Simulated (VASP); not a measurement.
# RuAu (Pm-3m) in VASP: notebook, part 3 of 3

VASP 6.6.1.

### 6 Relaxation of cell and atoms, PBEsol-based global hybrid with 25 % exact exchange

The input, POSCAR:

```
RuAu
1.0
    3.1648100000      0.0000000000      0.0000000000
    0.0000000000      3.1648100000      0.0000000000
    0.0000000000      0.0000000000      3.1648100000
Ru Au
1 1
Direct
    0.0000000000      0.0000000000      0.0000000000
    0.5000000000      0.5000000000      0.5000000000
```

The input, INCAR.step1:

```
PREC = Accurate
ENCUT = 600
EDIFF = 1E-5
ISMEAR = -1
SIGMA = 0.05
LREAL = F
LASPH = T
NELM = 100
ALGO = Normal
LWAVE = T
LCHARG = F
GGA = PE
NBANDS = 20
```

The input, INCAR.step2:

```
PREC = Accurate
ENCUT = 600
EDIFF = 1E-6
ISMEAR = -1
SIGMA = 0.05
LREAL = F
LASPH = T
NELM = 100
ALGO = Normal
ISIF = 3
LWAVE = F
LCHARG = F
GGA = PS
LHFCALC = T
AEXX = 0.25
PRECFOCK = Normal
IBRION = 2
NSW = 60
EDIFFG = -0.01
ISTART = 1
```

The input, KPOINTS:

```
regular mesh
0
Gamma
  4 4 4
```

Potentials or basis: VASP PAW PBE potentials, release 64 (Ru_pv, Au).

Launch:

```console
$ cat potpaw_PBE.64/Ru_pv/POTCAR potpaw_PBE.64/Au/POTCAR > POTCAR
$ cp INCAR.step1 INCAR
$ mpirun -np 1 vasp_std > vasp.out
$ cp INCAR.step2 INCAR
$ mpirun -np 1 vasp_std > vasp.out
```

OUTCAR:

```text
PREC = Accurate
   ENCUT = 600
   EDIFF = 1E-6
   ISMEAR = -1
   LREAL = F
   LASPH = T
   NELM = 100
   ISIF = 3
   GGA = PS
   LHFCALC = T
   AEXX = 0.25
   PRECFOCK = Normal
   IBRION = 2
   NSW = 60
   EDIFFG = -0.01
   ISTART = 1

 ion  position               nearest neighbor table
   1  0.000  0.000  0.000-   2 2.74   2 2.74   2 2.74   2 2.74   2 2.74   2 2.74   2 2.74   2 2.74

   2  0.500  0.500  0.500-   1 2.74   1 2.74   1 2.74   1 2.74   1 2.74   1 2.74   1 2.74   1 2.74

  LATTYP: Found a simple cubic cell.
 ALAT       =     3.1648100000

  Lattice vectors:

 A1 = (   3.1648100000,   0.0000000000,   0.0000000000)
 A2 = (   0.0000000000,   3.1648100000,   0.0000000000)
 A3 = (   0.0000000000,   0.0000000000,   3.1648100000)

Analysis of symmetry for initial positions (statically):
[... 170 lines left out ...]

 val. band max:        9.4783042863   @ k =   0.5000   0.2500   0.0000
 cond. band min:      10.3485066787   @ k =   0.2500   0.0000   0.0000
 fundamental gap:      0.8702023924
 Fermi energy:         9.5131529404

 k-point     1 :       0.0000    0.0000    0.0000
  band No.  band energies     occupation
      1     -36.0110      2.00000
      2     -36.0110      2.00000
      3     -36.0110      2.00000
      4      -0.3913      2.00000
      5       1.7901      2.00000
      6       1.7901      2.00000
[... 322 lines left out ...]
--------------------------------------- Ionic step        5  -------------------------------------------

 number of electron      24.9999995 magnetization

 Free energy of the ion-electron system (eV)
  ---------------------------------------------------
  ext. energy  EPLUGINS =         0.00000000
  ---------------------------------------------------
  free energy    TOTEN  =       -15.11671296 eV

  energy without entropy =      -15.10473103  energy(sigma->0) =      -15.11072200

 E-fermi :  10.5609     XC(G=0): -10.7068

 val. band max:       10.5261819658   @ k =   0.5000   0.2500   0.0000
 cond. band min:      11.4056591541   @ k =   0.2500   0.0000   0.0000
 fundamental gap:      0.8794771883
 Fermi energy:        10.5609047932

 k-point     1 :       0.0000    0.0000    0.0000
  band No.  band energies     occupation
      1     -35.0652      2.00000
      2     -35.0652      2.00000
      3     -35.0652      2.00000
      4       0.0659      2.00000
      5       2.2446      2.00000
      6       2.2446      2.00000
[... 208 lines left out ...]
  FREE ENERGIE OF THE ION-ELECTRON SYSTEM (eV)
  ---------------------------------------------------
  free  energy   TOTEN  =       -15.1167129577 eV

  energy  without entropy=      -15.1047310325  energy(sigma->0) =      -15.11072200

 reached required accuracy - stopping structural energy minimisation
```

OUTCAR.step1:

```text
PREC = Accurate
   ENCUT = 600
   EDIFF = 1E-5
   ISMEAR = -1
   LREAL = F
[... 435 lines left out ...]
      0.00000      0.00000      0.00000         0.000000      0.000000      0.000000
      1.58241      1.58241      1.58241         0.000000      0.000000      0.000000
 -----------------------------------------------------------------------------------
    total drift:                                0.000000      0.000000      0.000000

  FREE ENERGIE OF THE ION-ELECTRON SYSTEM (eV)
  ---------------------------------------------------
  free  energy   TOTEN  =       -11.1819727285 eV

  energy  without entropy=      -11.1614336463  energy(sigma->0) =      -11.17170319
```

OSZICAR.step1:

```text
N       E                     dE             d eps       ncg     rms          rms(c)
DAV:   1     0.223122211029E+03    0.22312E+03   -0.14931E+04   400   0.139E+03
DAV:   2    -0.737117107876E+01   -0.23049E+03   -0.22448E+03   432   0.375E+02
DAV:   3    -0.122129387806E+02   -0.48418E+01   -0.48057E+01   460   0.565E+01
DAV:   4    -0.122363032988E+02   -0.23365E-01   -0.23358E-01   468   0.421E+00
DAV:   5    -0.122364929415E+02   -0.18964E-03   -0.18964E-03   468   0.394E-01    0.134E+01
DAV:   6    -0.112311883553E+02    0.10053E+01   -0.22658E+00   412   0.140E+01    0.765E+00
DAV:   7    -0.111979511002E+02    0.33237E-01   -0.17069E-01   464   0.355E+00    0.351E+00
DAV:   8    -0.111888997022E+02    0.90514E-02   -0.80014E-02   424   0.302E+00    0.221E+00
DAV:   9    -0.111819969648E+02    0.69027E-02   -0.16337E-02   444   0.123E+00    0.121E-01
DAV:  10    -0.111819724670E+02    0.24498E-04   -0.53937E-04   448   0.195E-01    0.206E-02
DAV:  11    -0.111819727285E+02   -0.26150E-06   -0.17487E-05   380   0.470E-02
   1 F= -.11181973E+02 E0= -.11171703E+02  d E =-.205391E-01
```

Wall time 79 min (1 thread of AMD EPYC 7R43 (Zen 3), shared host); peak memory 0.15 GiB.

Results:

| Item | Value |
| --- | --- |
| Free energy | -15.1167 eV |
| Relaxed volume | 14.93 Å³/atom |
| Relaxed cell | a = 3.102 Å, b = 3.102 Å, c = 3.102 Å, α = 90.00°, β = 90.00°, γ = 90.00° |
| Space group after relaxing (to 0.1 Å) | Pm-3m (No. 221) |
| Energy gained by relaxing | 40.8 meV/atom |
| Ionic steps | 5 |
| Pressure after relaxing | 0.1 GPa |
| Band gap on the k mesh | zero (an odd number of electrons rules out a gap without spin polarisation) |

The path:
```
step  energy change (eV)  largest force (eV/Å)  pressure (GPa)  volume (Å³)
   1              0.0000                0.0000          -13.42        31.70
   2              0.4753                0.0000           49.94        25.99
   3             -0.0806                0.0000           -1.62        30.06
   4             -0.0816                0.0000           -0.37        29.90
   5             -0.0816                0.0000            0.08        29.86
```

Final structure:
```
Ru Au
1.0
     3.10227    0.00000    0.00000
     0.00000    3.10227    0.00000
     0.00000    0.00000    3.10227
Ru Au
1 1
Direct
  0.00000 0.00000 0.00000
  0.50000 0.50000 0.50000
```

Caveat: the k points lie up to 0.51 Å⁻¹ apart in the final cell, too coarse for converged energies and pressures of a metal; the PAW data sets were made with another functional, which shifts forces and pressure a little; spin-orbit coupling is left out, which moves the levels of the heavy elements.

### 7 The runs side by side

```csv
task,level,cell,k mesh,cutoff (eV),screening parameter,gap on the mesh (eV),pressure (GPa),relaxed volume (Å³/atom)
single point,PBE0,"a = 3.165 Å, 2 atoms",5 × 5 × 5,400,-,none,-9.7,-
single point,PBEsol-based screened hybrid with 25 % exact exchange,"a = 3.105 Å, 2 atoms",4 × 4 × 4,520,0.207 1/Å,none,0.2,-
single point,PBE-based screened hybrid with 25 % exact exchange,"a = 3.135 Å, 2 atoms",4 × 4 × 4,520,0.3 1/Å,none,0.2,-
relaxation of cell and atoms,PBE-based screened hybrid with 25 % exact exchange,"relaxed from a = 3.165 Å, 2 atoms",4 × 4 × 4,600,0.3 1/Å,none,-0.1,15.44
relaxation of cell and atoms,PBEsol-based global hybrid with 25 % exact exchange,"relaxed from a = 3.165 Å, 2 atoms",4 × 4 × 4,600,-,none,0.1,14.93
```

Alike in all rows: potentials or basis VASP PAW PBE potentials, release 64 (Ru_pv, Au); no spin polarisation; smearing fermi-dirac 0.05 eV.

Caveats: all runs use coarse meshes; the PAW data sets were made with another functional, which shifts forces and pressure a little; spin-orbit coupling is left out, which moves the levels of the heavy elements.

Absolute energies hang on the potentials; compare differences alone.

The gap in the log of VASP goes by the Fermi energy; the results here count the filled bands.